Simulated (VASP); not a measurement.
Set up this calculation in VASP 6.6.1, as the native input.

- Task: single point
- Functional: r2SCAN
- Potentials or basis: VASP PAW PBE potentials, release 64 (Be)
- Cutoff: 520 eV
- k mesh: 18 × 18 × 18
- Occupations: fermi-dirac, width 0.1 eV
- Spin: no spin polarisation
- Dipole correction: no
- Further INCAR settings: ALGO = Normal; EDIFF = 1e-06; NBANDS = 7

Be:

```
CELL_PARAMETERS angstrom
0.00000 1.55226 1.55226
1.55226 0.00000 1.55226
1.55226 1.55226 0.00000
ATOMIC_POSITIONS crystal
Be 0.00000 0.00000 0.00000
```

This isn't the form of Be at room conditions, which is hcp.

One way to write it, as run:

POSCAR

```
Be
1.0
    0.0000000000      1.5522567777      1.5522567777
    1.5522567777      0.0000000000      1.5522567777
    1.5522567777      1.5522567777      0.0000000000
Be
1
Direct
    0.0000000000      0.0000000000      0.0000000000
```

INCAR.step1

```
ALGO = Normal ; EDIFF = 1E-4
ENCUT = 520 ; GGA = PE
ISMEAR = -1 ; LASPH = True
LCHARG = False ; LREAL = False
LWAVE = True ; NBANDS = 7
NELM = 100 ; PREC = Accurate
SIGMA = 0.1
```

INCAR.step2

```
ALGO = Normal ; EDIFF = 1E-6
ENCUT = 520 ; ISIF = 2
ISMEAR = -1 ; ISTART = 1
LASPH = True ; LCHARG = False
LMIXTAU = True ; LREAL = False
LWAVE = False ; METAGGA = R2SCAN
NBANDS = 7 ; NELM = 100
PREC = Accurate ; SIGMA = 0.1
```

KPOINTS

```
k-points
0
Gamma
  18 18 18
```

Potentials or basis: VASP PAW PBE potentials, release 64 (Be).

Launch:

```console
$ cat potpaw_PBE.64/Be/POTCAR > POTCAR
$ cp INCAR.step1 INCAR
$ mpirun -np 1 vasp_std > vasp.out
$ cp INCAR.step2 INCAR
$ mpirun -np 1 vasp_std > vasp.out
```

It gave:

| Property | Result |
| --- | --- |
| Pressure | 7.3 GPa |
| Band gap on the k mesh | zero (bands 1 and 2 overlap by 0.59 eV) |

Caveat: the cell stands under pressure; the PAW data sets were made with another functional, which shifts forces and pressure a little.

Run time: 43 s on 1 thread of AMD EPYC 7R13, on a shared host, peak memory 0.08 GiB.
